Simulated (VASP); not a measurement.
The system is FeAu.

```
CELL_PARAMETERS angstrom
1.41175 0.81507 4.46945
-1.41175 0.81507 4.46945
0.00000 -1.63015 4.46945
ATOMIC_POSITIONS crystal
Au 0.00000 0.00000 0.00000
Fe 0.50000 0.50000 0.50000
```

```yaml
Program: VASP 6.6.1
Task: relaxation of cell and atoms
Functional: r2SCAN
Potentials_or_basis: VASP PAW PBE potentials, release 64 (Au, Fe)
Cutoff: 660 eV
k_mesh: 11 × 11 × 11
Occupations: fermi-dirac, width 0.05 eV
Spin: collinear spin, ferromagnetic start
Starting_moments: "[0.0, 3.0] μB"
```

At the start: pressure -2.8 GPa; volume 15.43 Å³/atom.

Problem. How do energy, volume and symmetry change on relaxing?

Solution. Over 5 steps the energy falls by 4.3 meV/atom and the volume is 15.14 Å³/atom (-1.9 %); space group R-3m (No. 166, to 0.1 Å) before and after; moment 3.05 μB per cell.

Step by step:
| step | energy change (eV) | largest force (eV/Å) | pressure (GPa) | volume (Å³) |
| --- | --- | --- | --- | --- |
| 1 | 0.0000 | 0.0000 | -2.79 | 30.86 |
| 2 | -0.0018 | 0.0000 | 3.48 | 29.67 |
| 3 | -0.0072 | 0.0000 | 0.44 | 30.21 |
| 4 | -0.0085 | 0.0000 | 0.13 | 30.26 |
| 5 | -0.0085 | 0.0000 | 0.03 | 30.28 |

Final structure:
```
Au Fe
1.0
     1.39408    0.80487    4.49717
    -1.39408    0.80487    4.49717
     0.00000   -1.60974    4.49717
Au Fe
1 1
Direct
  0.00000 0.00000 0.00000
  0.50000 0.50000 0.50000
```

Caveat: the PAW data sets were made with another functional, which shifts forces and pressure a little.
